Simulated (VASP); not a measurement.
# ZnS (Wurtzite-2H) (P6_3mc) in VASP: a series of runs

The runs below take ZnS (Wurtzite-2H) through density of states, with PBE.

Everything below comes from runs of VASP 6.6.1. Logs are shortened: lines on timing, memory, paths and dates and some standing lists are left out, and cuts for length are marked.

## (1) The cell of the first run

Symmetry: P6_3mc, No. 186, hexagonal system. The conventional cell has a = 3.846 Å, b = 3.846 Å, c = 6.305 Å, α = 90.00°, β = 90.00°, γ = 120.00°. Zn (site symmetry 3m) has 4 S at 2.36 Å within 3.1 Å. S (site symmetry 3m) has 4 Zn at 2.36 Å within 3.1 Å.

## (2) Density of states, PBE

POSCAR

```
ZnS
1.0
    3.8455096030      0.0000000000      0.0000000000
   -1.9227548015      3.3303090067      0.0000000000
    0.0000000000      0.0000000000      6.3052911695
Zn S
2 2
Direct
    0.3333333333      0.6666666667      0.0052193967
    0.6666666667      0.3333333333      0.5052193967
    0.3333333333      0.6666666667      0.3797806033
    0.6666666667      0.3333333333      0.8797806033
```

INCAR.step1

```
  PREC = Accurate
  ENCUT = 520
  EDIFF = 1E-6
  ISMEAR = 0
  SIGMA = 0.02
  LREAL = False
  LASPH = True
  NELM = 80
  ALGO = Normal
  ISIF = 2
  LWAVE = False
  LCHARG = True
  GGA = PE
  NBANDS = 26
```

KPOINTS.step1

```
Automatic mesh
0
Gamma
  9 9 6
```

INCAR.step2

```
  PREC = Accurate
  ENCUT = 520
  EDIFF = 1E-6
  ISMEAR = -5
  SIGMA = 0.02
  LREAL = False
  LASPH = True
  NELM = 80
  ALGO = Normal
  ISIF = 2
  LWAVE = False
  LCHARG = False
  GGA = PE
  LORBIT = 11
  NBANDS = 26
  NEDOS = 2001
  ICHARG = 11
```

KPOINTS.step2

```
Automatic mesh
0
Gamma
  14 14 9
```

Potentials or basis: VASP PAW PBE potentials, release 64 (Zn, S).

Run with:

```sh
$ cat potpaw_PBE.64/Zn/POTCAR potpaw_PBE.64/S/POTCAR > POTCAR
$ cp INCAR.step1 INCAR
$ cp KPOINTS.step1 KPOINTS
$ mpirun -np 1 vasp_std > vasp.out
$ cp INCAR.step2 INCAR
$ cp KPOINTS.step2 KPOINTS
$ mpirun -np 1 vasp_std > vasp.out
```

OUTCAR:

```text
PREC = Accurate
   ENCUT = 520
   EDIFF = 1E-6
   ISMEAR = -5
   LREAL = False
   LASPH = True
   NELM = 80
   ISIF = 2
   GGA = PE
   LORBIT = 11
   ICHARG = 11

 ion  position               nearest neighbor table
   1  0.333  0.667  0.005-   4 2.36   4 2.36   4 2.36   3 2.36
   2  0.667  0.333  0.505-   3 2.36   3 2.36   3 2.36   4 2.36
   3  0.333  0.667  0.380-   2 2.36   2 2.36   2 2.36   1 2.36
   4  0.667  0.333  0.880-   1 2.36   1 2.36   1 2.36   2 2.36

  LATTYP: Found a hexagonal cell.
 ALAT       =     3.8455096030
 C/A-ratio  =     1.6396503508

  Lattice vectors:

 A1 = (   3.8455096030,   0.0000000000,   0.0000000000)
 A2 = (  -1.9227548015,   3.3303090067,   0.0000000000)
 A3 = (   0.0000000000,   0.0000000000,   6.3052911695)

Analysis of symmetry for initial positions (statically):
=====================================================================
 Subroutine PRICEL returns:
 Original cell was already a primitive cell.

 Routine SETGRP: Setting up the symmetry group for a
 hexagonal supercell.

 Subroutine GETGRP returns: Found 12 space group operations
 (whereof  6 operations were pure point group operations)
 out of a pool of 24 trial point group operations.

The static configuration has the point symmetry C_3v.
 The point group associated with its full space group is C_6v.

Analysis of symmetry for dynamics (positions and initial velocities):
=====================================================================
 Subroutine PRICEL returns:
 Original cell was already a primitive cell.

 Routine SETGRP: Setting up the symmetry group for a
 hexagonal supercell.

 Subroutine GETGRP returns: Found 12 space group operations
 (whereof  6 operations were pure point group operations)
 out of a pool of 24 trial point group operations.

The dynamic configuration has the point symmetry C_3v.
 The point group associated with its full space group is C_6v.

 Subroutine INISYM returns: Found 12 space group operations
 (whereof  6 operations are pure point group operations),
 and found     1 'primitive' translations

----------------------------------------------------------------------------------------

                                     Primitive cell

  volume of cell :      80.7502

  direct lattice vectors                    reciprocal lattice vectors
     3.845509603  0.000000000  0.000000000     0.260043558  0.150136218  0.000000000
    -1.922754801  3.330309007  0.000000000     0.000000000  0.300272437  0.000000000
     0.000000000  0.000000000  6.305291170     0.000000000  0.000000000  0.158596958

  length of vectors
     3.845509603  3.845509603  6.305291170     0.300272437  0.300272437  0.158596958

  position of ions in fractional coordinates (direct lattice)
     0.333333333  0.666666667  0.005219397
     0.666666667  0.333333333  0.505219397
     0.333333333  0.666666667  0.379780603
     0.666666667  0.333333333  0.879780603

  ion indices of the primitive-cell ions
   primitive index   ion index
                 1           1
                 2           2
                 3           3
                 4           4

----------------------------------------------------------------------------------------

 KPOINTS: Automatic mesh

Automatic generation of k-mesh.
 Grid dimensions read from file:
 generate k-points for:   14   14    9

 Generating k-lattice:

  Cartesian coordinates                     Fractional coordinates (reciprocal lattice)
     0.018574540  0.010724016  0.000000000     0.071428571  0.000000000  0.000000000
     0.000000000  0.021448031  0.000000000     0.000000000  0.071428571  0.000000000
     0.000000000  0.000000000  0.017621884     0.000000000  0.000000000  0.111111111

  Length of vectors
     0.021448031  0.021448031  0.017621884

  Shift w.r.t. Gamma in fractional coordinates (k-lattice)
     0.000000000  0.000000000  0.000000000

 TETIRR: Found   1729 inequivalent tetrahedra from    10584

 Subroutine IBZKPT returns following result:
 ===========================================

 Found    120 irreducible k-points:

 Following reciprocal coordinates:
            Coordinates               Weight
  0.000000  0.000000  0.000000      1.000000
  0.071429  0.000000  0.000000      6.000000
  0.142857  0.000000  0.000000      6.000000
  0.214286  0.000000  0.000000      6.000000
  0.285714  0.000000  0.000000      6.000000
  0.357143 -0.000000  0.000000      6.000000
[... 16 lines left out ...]
  0.285714  0.285714  0.000000      6.000000
  0.357143  0.285714  0.000000      6.000000
 [... further k-points ...]
   k-points           NKPTS =    120   k-points in BZ     NKDIM =    120   number of bands    NBANDS=     26
   number of dos      NEDOS =   2001   number of ions     NIONS =      4
   total plane-waves  NPLWV =  43200
   dimension x,y,z NGX =    30 NGY =   30 NGZ =   48
   dimension x,y,z NGXF=    60 NGYF=   60 NGZF=   96
   ions per type =               2   2
   NGX,Y,Z   is equivalent  to a cutoff of  12.97, 12.97, 12.66 a.u.
   NGXF,Y,Z  is equivalent  to a cutoff of  25.94, 25.94, 25.31 a.u.
 SYSTEM =  unknown system
   PREC   = accura    normal or accurate (medium, high low for compatibility)
   ISTART =      0    job   : 0-new  1-cont  2-samecut
   ICHARG =     11    charge: 1-file 2-atom 10-const
   ISPIN  =      1    spin polarized calculation?
   LNONCOLLINEAR =      F non collinear calculations
   LSORBIT =      F    spin-orbit coupling
   LASPH  =      T    aspherical Exc in radial PAW
   ENCUT  =  520.0 eV  38.22 Ry    6.18 a.u.   7.15  7.15 11.72*2*pi/ulx,y,z
   NELM   =     80;   NELMIN=  2; NELMDL=  0     # of ELM steps
   EDIFF  = 0.1E-05   stopping-criterion for ELM
   LREAL  =      F    real-space projection
   EDIFFG = 0.1E-04   stopping-criterion for IOM
   NSW    =      0    number of steps for IOM
   IBRION =     -1    ionic relax: 0-MD 1-quasi-New 2-CG
   NFREE  =      0    steps in history (QN), initial steepest desc. (CG)
   ISIF   =      2    stress and relaxation
   ISYM   =      2    0-nonsym 1-usesym 2-fastsym
   POTIM  = 0.5000    time-step for ionic-motion
   TEBEG  =    0.0;   TEEND  =   0.0 temperature during run
   PSTRESS=    0.0 pullay stress
   NELECT =      36.0000    total number of electrons
   NUPDOWN=      -1.0000    fix difference up-down
   EMIN   =  10.00;   EMAX   =-10.00  energy-range for DOS
   EFERMI =   0.00;   METHOD = LEGACY
   ISMEAR =    -5;   SIGMA  =   0.02  broadening in eV -4-tet -1-fermi 0-gaus
   EFERMI_NEDOS =   21; number of points for ismear=-14 and -15
   IALGO  =     38    algorithm
   IMIX   =      4    mixing-type and parameters
     AMIX     =   0.40;   BMIX     =  1.00
     AMIX_MAG =   1.60;   BMIX_MAG =  1.00
  volume/ion in A,a.u.               =      20.19       136.23
  Fermi-wavevector in a.u.,A,eV,Ry     =   1.250627  2.363342 21.280436  1.564068
  Thomas-Fermi vector in A             =   2.384612
   LORBIT       =     11    0 simple, 1 ext, 2 COOP (PROOUT), +10 PAW based schemes
   GGA     = PE    functional components
   LHFCALC =     F    Hartree Fock is set to
   AEXX    =    0.0000 exact exchange contribution
   IVDW    =     0    specifies the selected vdW correction
   LEPSILON=     F    determine dielectric tensor
   LRPA    =     F    only Hartree local field effects (RPA)
 non-spin polarized calculation
 Fermi weights with tetrahedron method with Bloechl corrections
  energy-cutoff  :      520.00
  volume of cell :       80.75
 maximum number of plane-waves:      2195
 NGX is ok and might be reduce to    30

 number of electron      36.0000011 magnetization

 Free energy of the ion-electron system (eV)
  ---------------------------------------------------
  ext. energy  EPLUGINS =         0.00000000
  ---------------------------------------------------
  free energy    TOTEN  =       -13.69383448 eV

  energy without entropy =      -13.69383448  energy(sigma->0) =      -13.69383448

 E-fermi :   1.9177     XC(G=0):  -9.5157

 val. band max:        1.9121144578   @ k =   0.0000   0.0000   0.0000
 cond. band min:       3.9939747739   @ k =   0.0000   0.0000   0.0000
 fundamental gap:      2.0818603161
 Fermi energy:         1.9176902114

 k-point     1 :       0.0000    0.0000    0.0000
  band No.  band energies     occupation
      1     -11.0942      2.00000
      2     -10.2051      2.00000
      3      -4.3430      2.00000
      4      -4.3312      2.00000
      5      -4.3312      2.00000
      6      -4.2530      2.00000
[... 18 lines left out ...]
     25       9.5901      0.00000
     26      11.0415      0.00000

 k-point     2 :       0.0714    0.0000    0.0000
  band No.  band energies     occupation
      1     -11.0609      2.00000
      2     -10.1863      2.00000
      3      -4.3398      2.00000
      4      -4.3294      2.00000
      5      -4.3245      2.00000
      6      -4.2495      2.00000
[... 18 lines left out ...]
     25       9.7433      0.00000
     26      10.8448      0.00000

 k-point     3 :       0.1429    0.0000    0.0000
  band No.  band energies     occupation
      1     -10.9644      2.00000
      2     -10.1341      2.00000
      3      -4.3402      2.00000
      4      -4.3146      2.00000
      5      -4.3063      2.00000
      6      -4.2363      2.00000
[... 18 lines left out ...]
     25      10.1762      0.00000
     26      10.3344      0.00000

 k-point     4 :       0.2143    0.0000    0.0000
  band No.  band energies     occupation
      1     -10.8150      2.00000
      2     -10.0605      2.00000
      3      -4.3400      2.00000
      4      -4.2927      2.00000
      5      -4.2824      2.00000
      6      -4.2064      2.00000
[... 18 lines left out ...]
     25      10.0687      0.00000
     26      10.8193      0.00000

 k-point     5 :       0.2857    0.0000    0.0000
  band No.  band energies     occupation
      1     -10.6311      2.00000
      2      -9.9845      2.00000
      3      -4.3323      2.00000
      4      -4.2686      2.00000
      5      -4.2597      2.00000
      6      -4.1540      2.00000
[... 18 lines left out ...]
     25      10.5983      0.00000
     26      10.8470      0.00000

 k-point     6 :       0.3571   -0.0000    0.0000
  band No.  band energies     occupation
      1     -10.4405      2.00000
      2      -9.9286      2.00000
      3      -4.3205      2.00000
      4      -4.2434      2.00000
      5      -4.2304      2.00000
      6      -4.0880      2.00000
[... 427 lines left out ...]
 k-point    21 :       0.2857    0.2143    0.0000
  band No.  band energies     occupation
      1     -10.2324      2.00000
      2      -9.9010      2.00000
      3      -4.2968      2.00000
      4      -4.2034      2.00000
      5      -4.1121      2.00000
      6      -4.0879      2.00000
[... 18 lines left out ...]
     25      10.6224      0.00000
     26      11.3540      0.00000

 k-point    22 :       0.3571    0.2143    0.0000
  band No.  band energies     occupation
      1     -10.1187      2.00000
      2      -9.9158      2.00000
      3      -4.3020      2.00000
      4      -4.1896      2.00000
      5      -4.0897      2.00000
      6      -4.0350      2.00000
[... 18 lines left out ...]
     25      11.2446      0.00000
     26      11.5830      0.00000

 k-point    23 :       0.2857    0.2857    0.0000
  band No.  band energies     occupation
      1     -10.1030      2.00000
      2      -9.9185      2.00000
      3      -4.3042      2.00000
      4      -4.1674      2.00000
      5      -4.1030      2.00000
      6      -4.0318      2.00000
[... 18 lines left out ...]
     25      10.9635      0.00000
     26      11.6677      0.00000

 k-point    24 :       0.3571    0.2857    0.0000
  band No.  band energies     occupation
      1     -10.0305      2.00000
      2      -9.9506      2.00000
      3      -4.3074      2.00000
      4      -4.1492      2.00000
      5      -4.1087      2.00000
      6      -4.0218      2.00000
[... 18 lines left out ...]
     25      11.3304      0.00000
     26      11.4669      0.00000

 [... further k-points ...]
[... 5 lines left out ...]
  --------------------------------------------------------------------------------------
  -------------------------------------------------------------------------------------
  Total        0.0855956      0.0855956      0.0929203      0.0000000      0.0000000      0.0000000
  in kB        1.6983167      1.6983167      1.8436456      0.0000000      0.0000000      0.0000000
  external PRESSURE =       1.7467597 kB  Pullay stress =       0.0000000 kB

 VOLUME and BASIS-vectors are now :
 -----------------------------------------------------------------------------
  energy-cutoff  :      520.00
  volume of cell :       80.75
      direct lattice vectors                 reciprocal lattice vectors
     3.845509603  0.000000000  0.000000000     0.260043558  0.150136218  0.000000000
    -1.922754801  3.330309007  0.000000000     0.000000000  0.300272437  0.000000000
     0.000000000  0.000000000  6.305291170     0.000000000  0.000000000  0.158596958

 POSITION                                       TOTAL-FORCE (eV/Angst)
 -----------------------------------------------------------------------------------
     -0.00000      2.22021      0.03291         0.000000     -0.000000      0.001046
      1.92275      1.11010      3.18556         0.000000      0.000000      0.001046
     -0.00000      2.22021      2.39463         0.000000     -0.000000     -0.001046
      1.92275      1.11010      5.54727        -0.000000      0.000000     -0.001046
 -----------------------------------------------------------------------------------
    total drift:                               -0.000000     -0.000000      0.000244

  FREE ENERGIE OF THE ION-ELECTRON SYSTEM (eV)
  ---------------------------------------------------
  free  energy   TOTEN  =       -13.6938344791 eV

  energy  without entropy=      -13.6938344791  energy(sigma->0) =      -13.69383448

 total charge

# of ion       s       p       d       tot
------------------------------------------
    1        0.512   0.456   9.798  10.766
    2        0.512   0.456   9.798  10.766
    3        1.315   2.427   0.000   3.743
    4        1.315   2.427   0.000   3.743
--------------------------------------------------
tot          3.655   5.766  19.596  29.018
```

Run time: 2.9 min. Hardware: 1 thread of Intel Xeon Platinum 8488C (Sapphire Rapids), shared host; peak memory 0.33 GiB.

Results:

| Item | Value |
| --- | --- |
| Valence electrons inside the program's atomic spheres | Zn 10.77; S 3.74 |

(Continued in part 2 of 2.)
